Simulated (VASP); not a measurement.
# MnPt (P4/mmm) in VASP: single point with LDA

Aim: the single point of MnPt with LDA.

Program: VASP 6.6.1. These are calculated values, not measurements. Logs are shortened: lines on timing, memory, paths and dates and some standing lists are left out, and cuts for length are marked.

**1. The cell of the first run**

It takes space group P4/mmm (No. 123, tetragonal). Conventional cell: a = 2.638 Å, b = 2.638 Å, c = 3.683 Å, α = 90.00°, β = 90.00°, γ = 90.00°. Within 3.5 Å of Mn (site symmetry 4/mmm) lie 8 Pt at 2.62 Å and 4 Mn at 2.64 Å. Within 3.5 Å of Pt (site symmetry 4/mmm) lie 8 Mn at 2.62 Å and 4 Pt at 2.64 Å.

**2. Single point, LDA, collinear spin, ferromagnetic start**

The input, INCAR:

```
  PREC = Accurate
  ENCUT = 600
  EDIFF = 1E-6
  ISMEAR = 0
  SIGMA = 0.2
  LREAL = False
  LASPH = True
  NELM = 200
  ALGO = Normal
  ISIF = 2
  LWAVE = False
  LCHARG = True
  ISPIN = 2
  MAGMOM = 3.52 0.33
  LORBIT = 11
  LMAXMIX = 4
  LELF = True
  LVHAR = True
  NBANDS = 28
  GGA_COMPAT = False
```

The input, KPOINTS:

```
Automatic mesh
0
Gamma
  16 16 12
```

The input, POSCAR:

```
MnPt
1.0
    2.6381147394      0.0000000000      0.0000000000
    0.0000000000      2.6381147394      0.0000000000
    0.0000000000      0.0000000000      3.6834863090
Mn Pt
1 1
Direct
    0.0000000000      0.0000000000      0.0000000000
    0.5000000000      0.5000000000      0.5000000000
```

Potentials or basis: VASP PAW LDA potentials, release 64 (Mn_sv, Pt_sv_GW).

The run is started by

```sh
$ cat potpaw_LDA.64/Mn_sv/POTCAR potpaw_LDA.64/Pt_sv_GW/POTCAR > POTCAR
$ mpirun -np 1 vasp_std > vasp.out
```

OUTCAR:

```text
PREC = Accurate
   ENCUT = 600
   EDIFF = 1E-6
   ISMEAR = 0
   LREAL = False
   LASPH = True
   NELM = 200
   ISIF = 2
   ISPIN = 2
   LORBIT = 11

 ion  position               nearest neighbor table
   1  0.000  0.000  0.000-   2 2.62   2 2.62   2 2.62   2 2.62   2 2.62   2 2.62   2 2.62   2 2.62

   2  0.500  0.500  0.500-   1 2.62   1 2.62   1 2.62   1 2.62   1 2.62   1 2.62   1 2.62   1 2.62

  LATTYP: Found a simple tetragonal cell.
 ALAT       =     2.6381147394
 C/A-ratio  =     1.3962570520

  Lattice vectors:

 A1 = (   2.6381147394,   0.0000000000,   0.0000000000)
 A2 = (   0.0000000000,   2.6381147394,   0.0000000000)
 A3 = (   0.0000000000,   0.0000000000,   3.6834863090)

Analysis of symmetry for initial positions (statically):
=====================================================================
 Subroutine PRICEL returns:
 Original cell was already a primitive cell.

 Routine SETGRP: Setting up the symmetry group for a
 simple tetragonal supercell.

 Subroutine GETGRP returns: Found 16 space group operations
 (whereof 16 operations were pure point group operations)
 out of a pool of 16 trial point group operations.

The static configuration has the point symmetry D_4h.

Analysis of symmetry for dynamics (positions and initial velocities):
=====================================================================
 Subroutine PRICEL returns:
 Original cell was already a primitive cell.

 Routine SETGRP: Setting up the symmetry group for a
 simple tetragonal supercell.

 Subroutine GETGRP returns: Found 16 space group operations
 (whereof 16 operations were pure point group operations)
 out of a pool of 16 trial point group operations.

The dynamic configuration has the point symmetry D_4h.

Analysis of structural, dynamic, and magnetic symmetry:
=====================================================================
 Subroutine PRICEL returns:
 Original cell was already a primitive cell.

 Routine SETGRP: Setting up the symmetry group for a
 simple tetragonal supercell.

 Subroutine GETGRP returns: Found 16 space group operations
 (whereof 16 operations were pure point group operations)
 out of a pool of 16 trial point group operations.

The overall configuration has the point symmetry D_4h.

 Subroutine INISYM returns: Found 16 space group operations
 (whereof 16 operations are pure point group operations),
 and found     1 'primitive' translations

[... 115 lines left out ...]
  volume/ion in A,a.u.               =      12.82        86.50
  Fermi-wavevector in a.u.,A,eV,Ry     =   1.780864  3.365344 43.150542  3.171475
  Thomas-Fermi vector in A             =   2.845570
   LORBIT       =     11    0 simple, 1 ext, 2 COOP (PROOUT), +10 PAW based schemes
   GGA     = CA    functional components
   LHFCALC =     F    Hartree Fock is set to
   AEXX    =    0.0000 exact exchange contribution
   IVDW    =     0    specifies the selected vdW correction
   LEPSILON=     F    determine dielectric tensor
   LRPA    =     F    only Hartree local field effects (RPA)
 spin polarized calculation
 Gauss-broadening in eV      SIGMA  =   0.20
  energy-cutoff  :      600.00
  volume of cell :       25.64
 maximum number of plane-waves:       888
 NGX is ok and might be reduce to    24
   NGX = 11   NGY = 11   NGZ = 15

 number of electron      32.9999996 magnetization       1.9317606

 Free energy of the ion-electron system (eV)
  ---------------------------------------------------
  ext. energy  EPLUGINS =         0.00000000
  ---------------------------------------------------
  free energy    TOTEN  =       -17.66932599 eV

  energy without entropy =      -17.61622169  energy(sigma->0) =      -17.64277384

 E-fermi :  12.4073     XC(G=0): -14.4616

 val. band max:       12.4040317325   @ k =   0.0625   0.0625   0.1667
 cond. band min:      12.4073469491   @ k =   0.3125   0.2500   0.2500
 fundamental gap:      0.0033152166
 Fermi energy:        12.4073236805

 spin component 1

 k-point     1 :       0.0000    0.0000    0.0000
  band No.  band energies     occupation
      1     -86.6766      1.00000
      2     -66.8332      1.00000
      3     -41.0704      1.00000
      4     -40.8920      1.00000
      5     -40.8920      1.00000
      6     -36.1808      1.00000
[... 733 lines left out ...]
     27      35.8477      0.00000
     28      36.2972      0.00000

 [... further k-points ...]

 spin component 2

 k-point     1 :       0.0000    0.0000    0.0000
  band No.  band energies     occupation
      1     -86.6093      1.00000
      2     -64.9828      1.00000
      3     -40.9934      1.00000
      4     -40.8115      1.00000
      5     -40.8115      1.00000
      6     -34.2890      1.00000
[... 733 lines left out ...]
     27      36.2779      0.00000
     28      36.6807      0.00000

 [... further k-points ...]

------------------------ aborting loop because EDIFF is reached ----------------------------------------

  FORCE on cell =-STRESS in cart. coord.  units (eV):
  Direction    XX          YY          ZZ          XY          YZ          ZX
  --------------------------------------------------------------------------------------
  -------------------------------------------------------------------------------------
  Total       -0.3548779     -0.3548779     -0.3208287      0.0000000     -0.0000000      0.0000000
  in kB      -22.1790593    -22.1790593    -20.0510586      0.0000000     -0.0000000      0.0000000
  external PRESSURE =     -21.4697257 kB  Pullay stress =       0.0000000 kB

 VOLUME and BASIS-vectors are now :
 -----------------------------------------------------------------------------
  energy-cutoff  :      600.00
  volume of cell :       25.64
      direct lattice vectors                 reciprocal lattice vectors
     2.638114739  0.000000000  0.000000000     0.379058570  0.000000000  0.000000000
     0.000000000  2.638114739  0.000000000     0.000000000  0.379058570  0.000000000
     0.000000000  0.000000000  3.683486309     0.000000000  0.000000000  0.271481938

 POSITION                                       TOTAL-FORCE (eV/Angst)
 -----------------------------------------------------------------------------------
      0.00000      0.00000      0.00000         0.000000      0.000000      0.000000
      1.31906      1.31906      1.84174         0.000000      0.000000      0.000000
 -----------------------------------------------------------------------------------
    total drift:                                0.000000      0.000000     -0.000000

  FREE ENERGIE OF THE ION-ELECTRON SYSTEM (eV)
  ---------------------------------------------------
  free  energy   TOTEN  =       -17.6693259898 eV

  energy  without entropy=      -17.6162216931  energy(sigma->0) =      -17.64277384

 total charge

# of ion       s       p       d       f       tot
--------------------------------------------------
    1        2.200   6.055   4.697   0.000  12.952
    2        4.692   6.132   7.808   0.027  18.659
--------------------------------------------------
tot          6.892  12.187  12.505   0.027  31.611

 magnetization (x)

# of ion       s       p       d       f       tot
--------------------------------------------------
    1        0.004   0.005   1.721   0.000   1.729
    2       -0.062  -0.007   0.127   0.004   0.062
--------------------------------------------------
tot         -0.059  -0.002   1.848   0.004   1.791
```

It took 5 min on 1 thread of Intel Xeon 6975P-C (Granite Rapids), shared host; peak memory 0.5 GiB.

What came out:

| Item | Value |
| --- | --- |
| Free energy | -17.6693 eV |
| Pressure | -2.1 GPa |
| Net moment | 1.93 μB per cell |
| Site moments | Mn +1.73; Pt +0.06 μB |
| Valence electrons inside the program's atomic spheres | Mn 12.95; Pt 18.66 |

Stress tensor (GPa, compression positive):
```
-2.22  0.00  0.00
 0.00 -2.22  0.00
 0.00  0.00 -2.01
```

Caveat: spin-orbit coupling is left out, which moves the levels of the heavy elements.
